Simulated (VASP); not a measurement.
# MoS (Fm-3m) in VASP: notebook, part 2 of 2

VASP 6.6.1. The steps go on from the part before.

## (4) Single point, PBE+U, collinear spin

This run uses another cell than the first one, of 24.20 Å³/atom.

INCAR reads:

```
SYSTEM = MoS
ALGO     = Normal         ! electronic algorithm
EDIFF    = 1E-6           ! SCF threshold, eV
ENCUT    = 520            ! plane-wave cutoff, eV
GGA      = PE             ! functional
ISIF     = 2              ! what is computed and relaxed
ISMEAR   = 0              ! smearing method
ISPIN    = 2              ! spin polarisation
LASPH    = .TRUE.         ! aspherical terms in the spheres
LCHARG   = .TRUE.         ! write CHGCAR
LDAU     = .TRUE.         ! DFT+U
LDAUJ    = 0 0          
LDAUL    = 2 -1           ! shell
LDAUPRINT= 1            
LDAUTYPE = 2            
LDAUU    = 4.38 0         ! U, eV
LELF     = .TRUE.         ! ELF
LMAXMIX  = 4              ! l up to which the mixer works
LORBIT   = 11             ! projections on sites
LREAL    = .FALSE.        ! projectors in reciprocal space
LVHAR    = .TRUE.       
LWAVE    = .FALSE.        ! write WAVECAR
MAGMOM   = 2 0            ! initial moments
NBANDS   = 21             ! bands
NELM     = 150            ! most SCF steps
PREC     = Accurate       ! precision mode
SIGMA    = 0.1            ! smearing width, eV
```

KPOINTS reads:

```
k-points
0
G
  14 14 14
  0 0 0
```

POSCAR reads:

```
MoS
1.0
    0.0000000000      2.8925865923      2.8925865923
    2.8925865923      0.0000000000      2.8925865923
    2.8925865923      2.8925865923      0.0000000000
Mo S
1 1
Direct
    0.0000000000      0.0000000000      0.0000000000
    0.5000000000      0.5000000000      0.5000000000
```

Potentials or basis: VASP PAW PBE potentials, release 64 (Mo_sv, S).

The run is started by

```bash
> cat potpaw_PBE.64/Mo_sv/POTCAR potpaw_PBE.64/S/POTCAR > POTCAR
> mpirun -np 1 vasp_std > vasp.out
```

OUTCAR:

```text
SYSTEM = MoS
   EDIFF = 1E-6
   ENCUT = 520
   GGA = PE
   ISIF = 2
   ISMEAR = 0
   ISPIN = 2
   LASPH = .TRUE.
   LORBIT = 11
   LREAL = .FALSE.
   NELM = 150
   PREC = Accurate

 ion  position               nearest neighbor table
   1  0.000  0.000  0.000-   2 2.89   2 2.89   2 2.89   2 2.89   2 2.89   2 2.89
   2  0.500  0.500  0.500-   1 2.89   1 2.89   1 2.89   1 2.89   1 2.89   1 2.89

  LATTYP: Found a face centered cubic cell.
 ALAT       =     5.7851731846

  Lattice vectors:

 A1 = (   0.0000000000,   2.8925865923,   2.8925865923)
 A2 = (   2.8925865923,   0.0000000000,   2.8925865923)
 A3 = (   2.8925865923,   2.8925865923,   0.0000000000)

Analysis of symmetry for initial positions (statically):
=====================================================================
 Subroutine PRICEL returns:
 Original cell was already a primitive cell.

 Routine SETGRP: Setting up the symmetry group for a
 face centered cubic supercell.

 Subroutine GETGRP returns: Found 48 space group operations
 (whereof 48 operations were pure point group operations)
 out of a pool of 48 trial point group operations.

The static configuration has the point symmetry O_h .

Analysis of symmetry for dynamics (positions and initial velocities):
=====================================================================
 Subroutine PRICEL returns:
 Original cell was already a primitive cell.

 Routine SETGRP: Setting up the symmetry group for a
 face centered cubic supercell.

 Subroutine GETGRP returns: Found 48 space group operations
 (whereof 48 operations were pure point group operations)
 out of a pool of 48 trial point group operations.

[... 184 lines left out ...]
  o =  0.5771  v =  0.0000  0.0000 -0.8470  0.0000  0.5317  0.0000  0.0000  0.0000  0.0000  0.0000      0.0000  0.0000  0.0000  0.0000  0.0000  0.0000  0.0000  0.0000  0.0000  0.0000
  o =  0.8616  v =  1.0000  0.0000  0.0000  0.0000  0.0000  0.0000  0.0000  0.0000  0.0000  0.0000      0.0000  0.0000  0.0000  0.0000  0.0000  0.0000  0.0000  0.0000  0.0000  0.0000
  o =  0.8616  v =  0.0000  0.7863  0.0000 -0.6178 -0.0000  0.0000  0.0000  0.0000  0.0000  0.0000      0.0000  0.0000  0.0000  0.0000  0.0000  0.0000  0.0000  0.0000  0.0000  0.0000
  o =  0.8616  v =  0.0000  0.6178  0.0000  0.7863  0.0000  0.0000  0.0000  0.0000  0.0000  0.0000      0.0000  0.0000  0.0000  0.0000  0.0000  0.0000  0.0000  0.0000  0.0000  0.0000

 number of electron      20.0000000 magnetization       3.9999928

 Free energy of the ion-electron system (eV)
  ---------------------------------------------------
  ext. energy  EPLUGINS =         0.00000000
  ---------------------------------------------------
  free energy    TOTEN  =       -10.86514748 eV

  energy without entropy =      -10.86081690  energy(sigma->0) =      -10.86298219

 E-fermi :   5.6945     XC(G=0):  -9.7545

 val. band max:        5.6889696673   @ k =   0.4286   0.3571   0.0714
 cond. band min:       5.7008366089   @ k =  -0.3571   0.4286   0.2143
 fundamental gap:      0.0118669416
 Fermi energy:         5.6945440851

 spin component 1

 k-point     1 :       0.0000    0.0000    0.0000
  band No.  band energies     occupation
      1     -56.1818      1.00000
      2     -30.3792      1.00000
      3     -30.3792      1.00000
      4     -30.3792      1.00000
      5      -7.6414      1.00000
      6       2.5777      1.00000
[... 1145 lines left out ...]
     20      18.8480      0.00000
     21      20.9201      0.00000

 [... further k-points ...]
[... 5 lines left out ...]
  --------------------------------------------------------------------------------------
  -------------------------------------------------------------------------------------
  Total       -3.0383481     -3.0383481     -3.0383481      0.0000000      0.0000000     -0.0000000
  in kB     -100.5678128   -100.5678128   -100.5678128      0.0000000      0.0000000     -0.0000000
  external PRESSURE =    -100.5678128 kB  Pullay stress =       0.0000000 kB

 VOLUME and BASIS-vectors are now :
 -----------------------------------------------------------------------------
  energy-cutoff  :      520.00
  volume of cell :       48.40
      direct lattice vectors                 reciprocal lattice vectors
     0.000000000  2.892586592  2.892586592    -0.172855672  0.172855672  0.172855672
     2.892586592  0.000000000  2.892586592     0.172855672 -0.172855672  0.172855672
     2.892586592  2.892586592  0.000000000     0.172855672  0.172855672 -0.172855672

 POSITION                                       TOTAL-FORCE (eV/Angst)
 -----------------------------------------------------------------------------------
      0.00000      0.00000      0.00000         0.000000      0.000000      0.000000
      2.89259      2.89259      2.89259        -0.000000     -0.000000     -0.000000
 -----------------------------------------------------------------------------------
    total drift:                               -0.000000      0.000000      0.000000

  FREE ENERGIE OF THE ION-ELECTRON SYSTEM (eV)
  ---------------------------------------------------
  free  energy   TOTEN  =       -10.8651474808 eV

  energy  without entropy=      -10.8608168999  energy(sigma->0) =      -10.86298219

 total charge

# of ion       s       p       d       tot
------------------------------------------
    1        2.164   6.024   3.857  12.046
    2        1.336   2.315   0.000   3.650
--------------------------------------------------
tot          3.500   8.339   3.857  15.696

 magnetization (x)

# of ion       s       p       d       tot
------------------------------------------
    1        0.062   0.025   3.561   3.648
    2        0.013  -0.156   0.000  -0.143
--------------------------------------------------
tot          0.075  -0.131   3.561   3.505
```

OSZICAR:

```text
N       E                     dE             d eps       ncg     rms          rms(c)
DAV:   1     0.136380533123E+03    0.13638E+03   -0.99617E+03  8792   0.887E+02
DAV:   2    -0.457170368943E+01   -0.14095E+03   -0.13608E+03 10388   0.249E+02
DAV:   3    -0.893604006667E+01   -0.43643E+01   -0.43050E+01 10457   0.394E+01
DAV:   4    -0.896678683278E+01   -0.30747E-01   -0.30737E-01  9793   0.374E+00
DAV:   5    -0.896709583121E+01   -0.30900E-03   -0.30899E-03 10547   0.378E-01    0.834E+00
DAV:   6    -0.105835267842E+02   -0.16164E+01   -0.85369E+00  9943   0.120E+01    0.769E+00
DAV:   7    -0.108316337983E+02   -0.24811E+00   -0.26006E-01  9581   0.381E+00    0.344E+00
DAV:   8    -0.108523955950E+02   -0.20762E-01   -0.81667E-02  9731   0.204E+00    0.176E+00
DAV:   9    -0.108634237278E+02   -0.11028E-01   -0.18327E-02 10127   0.107E+00    0.579E-01
DAV:  10    -0.108646191953E+02   -0.11955E-02   -0.20266E-03  9541   0.284E-01    0.236E-01
DAV:  11    -0.108650389554E+02   -0.41976E-03   -0.59641E-04  9746   0.175E-01    0.854E-02
DAV:  12    -0.108651111671E+02   -0.72212E-04   -0.65716E-05  9833   0.539E-02    0.409E-02
DAV:  13    -0.108651388223E+02   -0.27655E-04   -0.15458E-05  9552   0.261E-02    0.246E-02
DAV:  14    -0.108651455571E+02   -0.67347E-05   -0.72290E-06  9331   0.163E-02    0.130E-02
DAV:  15    -0.108651475077E+02   -0.19507E-05   -0.18267E-06  9873   0.873E-03    0.264E-03
DAV:  16    -0.108651474808E+02    0.26935E-07   -0.13793E-07  5306   0.246E-03
   1 F= -.10865147E+02 E0= -.10862982E+02  d E =-.433058E-02  mag=     4.0001
```

stdout:

```text
POSCAR found type information on POSCAR MoS
 POSCAR found :  2 types and       2 ions
 scaLAPACK will be used
 LDA part: xc-table for (Slater+PW92), standard interpolation
 POSCAR, INCAR and KPOINTS ok, starting setup
 FFT: planning ... GRIDC
 FFT: planning ... GRID_SOFT
 FFT: planning ... GRID
 WAVECAR not read
 entering main loop
```

It took 2.1 min on 1 thread of AMD EPYC 9R14 (Zen 4), shared host; peak memory 0.26 GiB.

Results:

```
Free energy                                           : -10.8651 eV
Pressure                                              : -10.1 GPa
Band gap on the k mesh                                : zero (filled and empty bands overlap)
Net moment                                            : 4.00 μB per cell
Site moments                                          : Mo +3.65; S -0.14 μB
Valence electrons inside the program's atomic spheres : Mo 12.05; S 3.65
```

Levels at points of the mesh, in eV from the Fermi level:
Spin up:
| k point | band 10 | band 11 | band 12 | band 13 | band 14 | band 15 |
| --- | --- | --- | --- | --- | --- | --- |
| (0.00, 0.00, 0.00) | -2.04 | -2.04 | -1.77 | -1.77 | 0.25 | 8.61 |
| (0.50, 0.00, 0.00) | -2.23 | -1.78 | 1.79 | 1.79 | 2.45 | 5.64 |
| (0.50, 0.50, 0.00) | -2.12 | -2.12 | -1.34 | -0.48 | 1.23 | 6.97 |
Spin down:
```csv
k point,band 5,band 6,band 7,band 8,band 9,band 10,band 11,band 12
"(0.00, 0.00, 0.00)",-13.37,-2.15,-2.15,-2.15,1.48,2.15,2.15,2.16
"(0.50, 0.00, 0.00)",-12.74,-5.08,-3.16,-3.16,3.23,3.76,3.86,3.86
"(0.50, 0.50, 0.00)",-12.76,-4.36,-2.95,-2.95,0.66,2.84,2.88,3.81
```

Eigenvalues of the final occupation matrices:
| site | spin | trace | eigenvalues |
| --- | --- | --- | --- |
| site 1 d | 1 | 3.74 | 0.58 0.58 0.86 0.86 0.86 |
| site 1 d | 2 | 0.15 | 0.01 0.01 0.01 0.06 0.06 |

Caveat: the cell stands under tension.

## (5) Single point, PBE+U, collinear spin

This run uses another cell than the first one: it holds 4 atoms, not 2.

INCAR reads:

```
ALGO = Fast ; EDIFF = 1E-6
ENCUT = 520 ; GGA = PE
ISIF = 2 ; ISMEAR = 0
ISPIN = 2 ; LASPH = True
LCHARG = True ; LDAU = True
LDAUJ = 0 0 ; LDAUL = 2 -1
LDAUPRINT = 1 ; LDAUTYPE = 2
LDAUU = 4.38 0 ; LELF = True
LMAXMIX = 4 ; LORBIT = 11
LREAL = False ; LVHAR = True
LWAVE = False ; MAGMOM = 2 -2 0 0
NBANDS = 32 ; NELM = 150
PREC = Accurate ; SIGMA = 0.1
```

KPOINTS reads:

```
k-points
0
Gamma
  14 14 7
```

POSCAR reads:

```
MoS
1.0
    0.0000000000      2.6622876354      2.6622876354
    5.3245752707      2.6622876354      2.6622876354
    5.3245752707      5.3245752707      0.0000000000
Mo S
2 2
Direct
    0.0000000000      1.0000000000      1.0000000000
    0.0000000000      1.0000000000      0.5000000000
    0.5000000000      0.5000000000      0.0000000000
    0.5000000000      0.5000000000      0.5000000000
```

The run is started by

```bash
> cat potpaw_PBE.64/Mo_sv/POTCAR potpaw_PBE.64/S/POTCAR > POTCAR
> mpirun -np 1 vasp_std > vasp.out
```

Wall time 30 min (1 thread of Oxide Virtual Turin-like, shared host); peak memory 0.63 GiB.

The run converged. Its results:

* Free energy: -22.6372 eV
* Pressure: 2.5 GPa
* Band gap on the k mesh: zero (filled and empty bands overlap)
* Net moment: 0.00 μB per cell
* Site moments: Mo +3.40, -3.40; S +0.02, -0.02 μB
* Valence electrons inside the program's atomic spheres: Mo 12.19; S 3.73

Stress tensor (GPa, compression positive):
```
1.71 0.00 0.00
0.00 2.90 0.00
0.00 0.00 2.90
```

Levels at points of the mesh, in eV from the Fermi level:
Spin up:
```
           k point  band 17  band 18  band 19  band 20  band 21  band 22  band 23  band 24
(0.00, 0.00, 0.00)    -2.80    -2.80    -2.78    -2.18    -1.81     0.01     1.25     1.43
(0.50, 0.00, 0.00)    -2.31    -2.11    -1.78     2.27     2.32     2.47     2.50     3.35
(0.50, 0.50, 0.00)    -3.94    -3.90    -2.27    -1.64    -0.66     1.45     1.79     1.79
```
Spin down:
```csv
k point,band 17,band 18,band 19,band 20,band 21,band 22,band 23,band 24
"(0.00, 0.00, 0.00)",-2.80,-2.80,-2.78,-2.18,-1.81,0.01,1.25,1.43
"(0.50, 0.00, 0.00)",-2.31,-2.11,-1.78,2.27,2.32,2.47,2.50,3.35
"(0.50, 0.50, 0.00)",-3.94,-3.90,-2.27,-1.64,-0.66,1.45,1.79,1.79
```

Eigenvalues of the final occupation matrices:
| site | spin | trace | eigenvalues |
| --- | --- | --- | --- |
| site 1 d | 1 | 3.65 | 0.55 0.60 0.83 0.83 0.85 |
| site 1 d | 2 | 0.31 | 0.03 0.03 0.03 0.11 0.11 |
| site 2 d | 1 | 0.31 | 0.03 0.03 0.03 0.11 0.11 |
| site 2 d | 2 | 3.65 | 0.55 0.60 0.83 0.83 0.85 |

## (6) Overview

```tsv
cell	k mesh	gap on the mesh (eV)	pressure (GPa)	moment (μB)
a = 3.922 Å, angles 60.0°, 2 atoms, atomic positions A	14 × 14 × 14	none	-4.3	3.98
a = 3.996 Å, angles 60.0°, 2 atoms, atomic positions A	14 × 14 × 14	none	-7.3	4.00
a = 4.091 Å, angles 60.0°, 2 atoms, atomic positions A	14 × 14 × 14	none	-10.1	4.00
a = 3.765, b = 6.521, c = 7.530 Å, angles 30.0, 60.0, 54.7°, 4 atoms, atomic positions B	14 × 14 × 7	none	2.5	0.00
```

Alike in all rows: task single point; level PBE+U; potentials or basis VASP PAW PBE potentials, release 64 (Mo_sv, S); spin collinear; Mo d U = 4.38 eV; cutoff (eV) 520; smearing gaussian 0.1 eV.

Caveats: the cell stands under tension (at least some runs).

Absolute energies hang on the potentials; compare differences alone.

The gap in the log of VASP goes by the Fermi energy; the results here count the filled bands.